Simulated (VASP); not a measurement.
Wanted: the native input for a VASP 6.6.1 run.

| Property | Result |
| --- | --- |
| Task | relaxation of the atoms |
| Functional | PBEsol |
| Potentials or basis | VASP PAW PBE potentials, release 64 (K_sv, F) |
| Cutoff | 520 eV |
| k mesh | 9 × 9 × 9 |
| Occupations | fermi-dirac, width 0.03 eV |
| Spin | no spin polarisation |
| Dipole correction | no |
| Further INCAR settings | ALGO = Normal; EDIFF = 1e-06; IBRION = 2; EDIFFG = -0.01; NSW = 50 |

The structure of KF lies in POSCAR:

```
KF
1.0
    0.0000000000      2.4641391241      2.4641391241
    2.4641391241      0.0000000000      2.4641391241
    2.4641391241      2.4641391241      0.0000000000
K F
1 1
Direct
    0.0000000000      0.0000000000      0.0000000000
    0.5000000000      0.5000000000      0.5000000000
```

One way to write it, as run:

INCAR

```
PREC = Accurate
ENCUT = 520
EDIFF = 1E-6
ISMEAR = -1
SIGMA = 0.03
LREAL = F
LASPH = T
NELM = 80
ALGO = Normal
ISIF = 2
LWAVE = F
LCHARG = F
GGA = PS
IBRION = 2
NSW = 50
EDIFFG = -0.01
```

KPOINTS

```
regular mesh
0
Gamma
  9 9 9
```

Potentials or basis: VASP PAW PBE potentials, release 64 (K_sv, F).

Command:

```sh
$ cat potpaw_PBE.64/K_sv/POTCAR potpaw_PBE.64/F/POTCAR > POTCAR
$ mpirun -np 1 vasp_std > vasp.out
```

It gave:

```
Pressure after relaxing : 13.3 GPa
Band gap on the k mesh  : 7.39 eV (least direct gap 7.43 eV)
```

Caveat: the relaxation stopped at its first step, so nothing moved; the PAW data sets were made with another functional, which shifts forces and pressure a little; an odd mesh through Γ misses points on the zone boundary, where band edges can lie.

Wall time 16 s on 1 thread of Oxide Virtual Turin-like Processor, with other jobs on the host, peak memory 0.13 GiB.
